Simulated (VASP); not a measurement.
Runs of VASP 6.6.1 on MgO2. The structure is that of space group R-3m (No. 166), or close to it. The cells are those of the table. 

```csv
cell,gap on the mesh (eV),pressure (GPa),largest force (eV/Å)
"a = 3.892 Å, angles 44.8°, 3 atoms",1.84,(b),1.38
"a = 3.988 Å, angles 49.4°, 3 atoms",2.22,-15.9,0.17
"a = 3.833 Å, angles 41.7°, 3 atoms",1.19,50.8,3.51
"a = 4.093 Å, angles 53.6°, 3 atoms",(c),-21.7,0.71
"a = 4.057 Å, angles 52.2°, 3 atoms",(a),-20.9,0.60
```

Alike in all rows: task single point; level LDA; potentials or basis VASP PAW LDA potentials, release 64 (Mg, O); no spin polarisation; k mesh 12 × 12 × 12; cutoff (eV) 520; smearing gaussian 0.05 eV.

Task: Estimate the missing entries.

Result: (a) 1.97; (b) 8.7; (c) 1.68.

Caveats: the cell stands under tension (at least some runs); the cell stands under pressure (at least some runs); forces of over 1 eV/Å act on the atoms, so gaps and moduli don't describe the material at rest (at least some runs).

A k mesh can miss the band edges.
